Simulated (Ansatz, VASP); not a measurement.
Cd in VASP and in Ansatz

```
Cd
1.0
     2.92737    0.00000    0.00000
    -1.46368    2.53517    0.00000
     0.00000    0.00000    5.72680
Cd
2
Cartesian
  0.0000 1.6901 1.4317
  1.4637 0.8451 4.2951
```

Alike in both runs: functional PBEsol; k mesh 12 × 12 × 6; occupations fermi-dirac, width 0.1 eV; no spin polarisation.

Ansatz relaxed the structure, and its values are those at the end. VASP's run is a single point on that final structure, the one shown.

```csv
,VASP,Ansatz
version,VASP 6.6.1,Ansatz 0.2.0
potentials or method,"VASP PAW PBE potentials, release 64 (Cd_sv_GW), cutoff 540 eV","plane waves (420 eV) with PAW, scalar-relativistic"
valence electrons in the cell,40,40
```

|  | VASP | Ansatz | Ansatz less VASP |
| --- | --- | --- | --- |
| pressure (GPa) | -2.2 | 0.0 | +2.19 |

VASP's potentials were made for PBE, not for PBEsol, and Ansatz warns of the same on its side.
